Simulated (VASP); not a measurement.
Set up this calculation in VASP 6.6.1, as the native input.

| Quantity | Value |
| --- | --- |
| Task | single point |
| Functional | BLYP |
| Potentials or basis | VASP PAW PBE potentials, release 64 (Cu) |
| Cutoff | 520 eV |
| k mesh | 15 × 15 × 4 |
| Occupations | fermi-dirac, width 0.1 eV |
| Spin | no spin polarisation |
| Dipole correction | no |
| Further INCAR settings | ALGO = Normal; EDIFF = 1e-07; NBANDS = 30 |

The structure of Cu lies in POSCAR:

```
Cu
1.0
    2.5107544577      0.0000000000      0.0000000000
   -1.2553772289      2.1743771431      0.0000000000
    0.0000000000      0.0000000000      8.1929155547
Cu
4
Direct
    0.0000000000      1.0000000000      0.0000000000
    0.0000000000      0.0000000000      0.5000000000
    0.3333333333      0.6666666667      0.2500000000
    0.6666666667      0.3333333333      0.7500000000
```

This isn't the form of Cu at room conditions, which is fcc.

One way to write it, as run:

INCAR

```
AGGAC = 1.0
AGGAX = 1.0
ALDAC = 0.0
ALDAX = 1.0
ALGO = Normal
EDIFF = 1E-7
ENCUT = 520
GGA = B5
ISIF = 2
ISMEAR = -1
LASPH = T
LCHARG = F
LREAL = F
LWAVE = F
NBANDS = 30
NELM = 100
PREC = Accurate
SIGMA = 0.1
```

KPOINTS

```
k-points
0
Gamma
  15 15 4
```

Potentials or basis: VASP PAW PBE potentials, release 64 (Cu).

Launch:

```console
$ cat potpaw_PBE.64/Cu/POTCAR > POTCAR
$ mpirun -np 1 vasp_std > vasp.out
```

It gave:

```json
{
  "Pressure": "20.8 GPa",
  "Band gap on the k mesh": "zero (bands 22 and 23 overlap by 5.52 eV)"
}
```

Caveat: the cell stands under pressure; the PAW data sets were made with another functional, which shifts forces and pressure a little.

It took 60 s on 1 thread of Intel(R) Xeon(R) 6975P-C (Granite Rapids), with other jobs on the host, peak memory 0.21 GiB.
